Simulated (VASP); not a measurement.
# AlGaN2 (P-4m2) in VASP: further runs, part 2 of 2

VASP 6.6.1.

## 3. Single point, LDA (volume 10.636 Å^3 an atom, c/a of the conventional cell 1.5413)

File INCAR:

```
PREC = Accurate ; ENCUT = 520
EDIFF = 1E-7 ; ISMEAR = 0
SIGMA = 0.05 ; LREAL = False
LASPH = True ; NELM = 80
ALGO = Normal ; ISIF = 2
LWAVE = False ; LCHARG = False
GGA = CA ; NBANDS = 21
```

File KPOINTS:

```
Automatic mesh
0
Gamma
  8 8 6
```

File POSCAR:

```
AlGaN2
1.0
    3.0221609829      0.0000000000      0.0000000000
    0.0000000000      3.0221609829      0.0000000000
    0.0000000000      0.0000000000      4.6580567229
Al Ga N
1 1 2
Direct
    0.5000000000      0.5000000000      0.5000000000
    0.0000000000      0.0000000000      0.0000000000
    0.5000000000      0.0000000000      0.7412345692
    0.0000000000      0.5000000000      0.2587654308
```

Potentials or basis: VASP PAW LDA potentials, release 64 (Al, Ga_d, N).

Command:

```bash
$ cat potpaw_LDA.64/Al/POTCAR potpaw_LDA.64/Ga_d/POTCAR potpaw_LDA.64/N/POTCAR > POTCAR
$ mpirun -np 1 vasp_std > vasp.out
```

OUTCAR:

```text
PREC = Accurate
   ENCUT = 520
   EDIFF = 1E-7
   ISMEAR = 0
   LREAL = False
   LASPH = True
   NELM = 80
   ISIF = 2
   GGA = CA

 ion  position               nearest neighbor table
   1  0.500  0.500  0.500-   3 1.88   4 1.88   3 1.88   4 1.88
   2  0.000  0.000  0.000-   3 1.93   4 1.93   4 1.93   3 1.93
   3  0.500  0.000  0.741-   1 1.88   1 1.88   2 1.93   2 1.93
   4  0.000  0.500  0.259-   1 1.88   1 1.88   2 1.93   2 1.93

  LATTYP: Found a simple tetragonal cell.
 ALAT       =     3.0221609829
 C/A-ratio  =     1.5413000000

  Lattice vectors:

 A1 = (   3.0221609829,   0.0000000000,   0.0000000000)
 A2 = (   0.0000000000,   3.0221609829,   0.0000000000)
 A3 = (   0.0000000000,   0.0000000000,   4.6580567229)

Analysis of symmetry for initial positions (statically):
=====================================================================
 Subroutine PRICEL returns:
 Original cell was already a primitive cell.

 Routine SETGRP: Setting up the symmetry group for a
 simple tetragonal supercell.

 Subroutine GETGRP returns: Found  8 space group operations
 (whereof  8 operations were pure point group operations)
 out of a pool of 16 trial point group operations.

The static configuration has the point symmetry D_2d.

Analysis of symmetry for dynamics (positions and initial velocities):
=====================================================================
 Subroutine PRICEL returns:
 Original cell was already a primitive cell.

 Routine SETGRP: Setting up the symmetry group for a
 simple tetragonal supercell.

 Subroutine GETGRP returns: Found  8 space group operations
 (whereof  8 operations were pure point group operations)
 out of a pool of 16 trial point group operations.
[... 119 lines left out ...]
   EFERMI =   0.00;   METHOD = LEGACY
   ISMEAR =     0;   SIGMA  =   0.05  broadening in eV -4-tet -1-fermi 0-gaus
   EFERMI_NEDOS =   21; number of points for ismear=-14 and -15
   IALGO  =     38    algorithm
   IMIX   =      4    mixing-type and parameters
     AMIX     =   0.40;   BMIX     =  1.00
     AMIX_MAG =   1.60;   BMIX_MAG =  1.00
  volume/ion in A,a.u.               =      10.64        71.78
  Fermi-wavevector in a.u.,A,eV,Ry     =   1.389268  2.625335 26.260128  1.930065
  Thomas-Fermi vector in A             =   2.513315
   LORBIT       =      0    0 simple, 1 ext, 2 COOP (PROOUT), +10 PAW based schemes
   GGA     = CA    functional components
   LHFCALC =     F    Hartree Fock is set to
   AEXX    =    0.0000 exact exchange contribution
   IVDW    =     0    specifies the selected vdW correction
   LEPSILON=     F    determine dielectric tensor
   LRPA    =     F    only Hartree local field effects (RPA)
 non-spin polarized calculation
 Gauss-broadening in eV      SIGMA  =   0.05
  energy-cutoff  :      520.00
  volume of cell :       42.54
 maximum number of plane-waves:      1163
 NGX is ok and might be reduce to    24
   NGX = 11   NGY = 11   NGZ = 17

 number of electron      26.0000005 magnetization

 Free energy of the ion-electron system (eV)
  ---------------------------------------------------
  ext. energy  EPLUGINS =         0.00000000
  ---------------------------------------------------
  free energy    TOTEN  =       -30.20425922 eV

  energy without entropy =      -30.20425922  energy(sigma->0) =      -30.20425922

 E-fermi :   6.0431     XC(G=0): -11.8531

 val. band max:        5.8318173849   @ k =   0.0000   0.0000   0.0000
 cond. band min:       8.7104131497   @ k =   0.0000   0.0000   0.0000
 fundamental gap:      2.8785957648
 Fermi energy:         6.0431350995

 k-point     1 :       0.0000    0.0000    0.0000
  band No.  band energies     occupation
      1      -9.8783      2.00000
      2      -8.4906      2.00000
      3      -7.4090      2.00000
      4      -7.4090      2.00000
      5      -7.3767      2.00000
      6      -7.2206      2.00000
[... 565 lines left out ...]
     20      18.0638      0.00000
     21      18.3926      0.00000

 [... further k-points ...]

------------------------ aborting loop because EDIFF is reached ----------------------------------------

  FORCE on cell =-STRESS in cart. coord.  units (eV):
  Direction    XX          YY          ZZ          XY          YZ          ZX
  --------------------------------------------------------------------------------------
  -------------------------------------------------------------------------------------
  Total        1.4318426      1.4318426     -2.5166754      0.0000000      0.0000000      0.0000000
  in kB       53.9219879     53.9219879    -94.7758807      0.0000000      0.0000000      0.0000000
  external PRESSURE =       4.3560317 kB  Pullay stress =       0.0000000 kB

 VOLUME and BASIS-vectors are now :
 -----------------------------------------------------------------------------
  energy-cutoff  :      520.00
  volume of cell :       42.54
      direct lattice vectors                 reciprocal lattice vectors
     3.022160983  0.000000000  0.000000000     0.330889058  0.000000000  0.000000000
     0.000000000  3.022160983  0.000000000     0.000000000  0.330889058  0.000000000
     0.000000000  0.000000000  4.658056723     0.000000000  0.000000000  0.214681800

 POSITION                                       TOTAL-FORCE (eV/Angst)
 -----------------------------------------------------------------------------------
      1.51108      1.51108      2.32903         0.000000     -0.000000      0.000000
      0.00000      0.00000      0.00000         0.000000      0.000000      0.000000
      1.51108      0.00000      3.45271        -0.000000      0.000000     -0.035688
      0.00000      1.51108      1.20534         0.000000      0.000000      0.035688
 -----------------------------------------------------------------------------------
    total drift:                                0.000000      0.000000      0.000000

  FREE ENERGIE OF THE ION-ELECTRON SYSTEM (eV)
  ---------------------------------------------------
  free  energy   TOTEN  =       -30.2042592206 eV

  energy  without entropy=      -30.2042592206  energy(sigma->0) =      -30.20425922
```

OSZICAR:

```text
N       E                     dE             d eps       ncg     rms          rms(c)
DAV:   1     0.173555142782E+03    0.17356E+03   -0.13001E+04  2787   0.184E+03
DAV:   2    -0.144660599293E+02   -0.18802E+03   -0.17470E+03  2737   0.410E+02
DAV:   3    -0.344731458561E+02   -0.20007E+02   -0.19760E+02  2982   0.106E+02
DAV:   4    -0.349662587354E+02   -0.49311E+00   -0.49238E+00  3009   0.176E+01
DAV:   5    -0.349749016430E+02   -0.86429E-02   -0.86422E-02  3002   0.225E+00    0.117E+01
DAV:   6    -0.302810064477E+02    0.46939E+01   -0.14559E+01  3915   0.533E+01    0.394E+00
DAV:   7    -0.302678985297E+02    0.13108E-01   -0.10067E+00  2680   0.774E+00    0.267E+00
DAV:   8    -0.302175583392E+02    0.50340E-01   -0.20159E-01  3172   0.431E+00    0.100E+00
DAV:   9    -0.302040692683E+02    0.13489E-01   -0.40327E-02  3471   0.295E+00    0.347E-01
DAV:  10    -0.302043095559E+02   -0.24029E-03   -0.59751E-03  2975   0.538E-01    0.102E-01
DAV:  11    -0.302042662541E+02    0.43302E-04   -0.19806E-04  3269   0.131E-01    0.323E-02
DAV:  12    -0.302042588329E+02    0.74212E-05   -0.38023E-05  3328   0.832E-02    0.877E-03
DAV:  13    -0.302042592277E+02   -0.39479E-06   -0.25601E-06  2759   0.110E-02    0.205E-03
DAV:  14    -0.302042592206E+02    0.70891E-08   -0.91802E-08  1780   0.247E-03
   1 F= -.30204259E+02 E0= -.30204259E+02  d E =-.439271E-11
```

stdout:

```text
POSCAR found type information on POSCAR AlGaN
 POSCAR found :  3 types and       4 ions
 scaLAPACK will be used
 LDA part: xc-table for (Slater(with rela. corr.)+CA(PZ))
 , standard interpolation
 POSCAR, INCAR and KPOINTS ok, starting setup
 FFT: planning ... GRIDC
 FFT: planning ... GRID_SOFT
 FFT: planning ... GRID
 WAVECAR not read
 entering main loop
```

Run time: 27 s. Hardware: 1 thread of Intel Xeon 6975P-C, shared host; peak memory 0.18 GiB.

Results:

| Quantity | Value |
| --- | --- |
| Free energy | -30.2043 eV |
| Pressure | 0.4 GPa |
| Largest force | 0.036 eV/Å |
| Band gap on the k mesh | 2.88 eV, direct |

Forces on the atoms (eV/Å):
```
Al   0.000  0.000  0.000
Ga   0.000  0.000  0.000
N    0.000  0.000 -0.036
N    0.000  0.000  0.036
```

Stress tensor (GPa, compression positive):
```
 5.39  0.00  0.00
 0.00  5.39  0.00
 0.00  0.00 -9.48
```

## 4. Single point, LDA (volume 10.636 Å^3 an atom, c/a of the conventional cell 1.2849)

File INCAR:

```
PREC = Accurate
ENCUT = 520
EDIFF = 1E-7
ISMEAR = 0
SIGMA = 0.05
LREAL = False
LASPH = True
NELM = 60
ALGO = Normal
ISIF = 2
LWAVE = False
LCHARG = False
NBANDS = 21
```

File KPOINTS:

```
regular mesh
0
Gamma
  8 8 6
```

File POSCAR:

```
AlGaN2
1.0
    3.2111225285      0.0000000000      0.0000000000
    0.0000000000      3.2111225285      0.0000000000
    0.0000000000      0.0000000000      4.1259713368
Al Ga N
1 1 2
Direct
    0.5000000000      0.5000000000      0.5000000000
    0.0000000000      0.0000000000      0.0000000000
    0.5000000000      0.0000000000      0.7384421396
    0.0000000000      0.5000000000      0.2615578604
```

Command:

```bash
$ cat potpaw_LDA.64/Al/POTCAR potpaw_LDA.64/Ga_d/POTCAR potpaw_LDA.64/N/POTCAR > POTCAR
$ mpirun -np 1 vasp_std > vasp.out
```

Wall time 26 s (1 thread of Intel Xeon 6975P-C, shared host); peak memory 0.17 GiB.

Results (log left out):

```
Free energy            : -30.2351 eV
Pressure               : 0.0 GPa
Largest force          : 0.029 eV/Å
Band gap on the k mesh : 3.06 eV, direct
```

Forces on the atoms (eV/Å):
```
Al   0.000  0.000  0.000
Ga   0.000  0.000  0.000
N    0.000  0.000 -0.029
N    0.000  0.000  0.029
```

Stress tensor (GPa, compression positive):
```
-3.05  0.00  0.00
 0.00 -3.05  0.00
 0.00  0.00  6.18
```

Levels at points of the mesh, in eV from the valence-band top:
| k point | band 9 | band 10 | band 11 | band 12 | band 13 | band 14 | band 15 | band 16 | band 17 | band 18 |
| --- | --- | --- | --- | --- | --- | --- | --- | --- | --- | --- |
| (0.00, 0.00, 0.00) | -2.85 | -2.85 | -0.08 | -0.08 | 0.00 | 3.06 | 3.29 | 6.60 | 11.34 | 11.40 |
| (0.50, 0.00, 0.00) | -4.31 | -2.64 | -2.48 | -1.33 | -1.11 | 6.93 | 7.01 | 7.48 | 8.02 | 11.21 |
| (0.50, 0.50, 0.00) | -5.30 | -2.04 | -2.04 | -2.03 | -2.02 | 3.50 | 3.50 | 6.96 | 9.08 | 12.19 |
| (0.00, 0.00, 0.50) | -2.23 | -1.88 | -1.88 | -1.30 | -1.30 | 5.50 | 5.80 | 7.62 | 8.61 | 12.09 |
| (0.50, 0.00, 0.50) | -6.31 | -1.28 | -0.90 | -0.62 | -0.21 | 5.17 | 6.41 | 9.26 | 9.52 | 9.56 |
| (0.50, 0.50, 0.50) | -4.52 | -4.14 | -3.37 | -3.37 | -3.36 | 6.81 | 6.81 | 9.06 | 10.43 | 11.64 |

 A k mesh can miss the band edges.

## 5. Summary

```csv
cell,gap on the mesh (eV),pressure (GPa),largest force (eV/Å)
"a = 3.310, b = 3.310, c = 3.883 Å, 4 atoms",2.81,-2.2,0.03
"a = 3.022, b = 3.022, c = 4.658 Å, 4 atoms",2.88,0.4,0.04
"a = 3.211, b = 3.211, c = 4.126 Å, 4 atoms",3.06,0.0,0.03
```

Alike in all rows: task single point; level LDA; potentials or basis VASP PAW LDA potentials, release 64 (Al, Ga_d, N); no spin polarisation; k mesh 8 × 8 × 6; cutoff (eV) 520; smearing gaussian 0.05 eV.

Absolute energies hang on the potentials; compare differences alone.
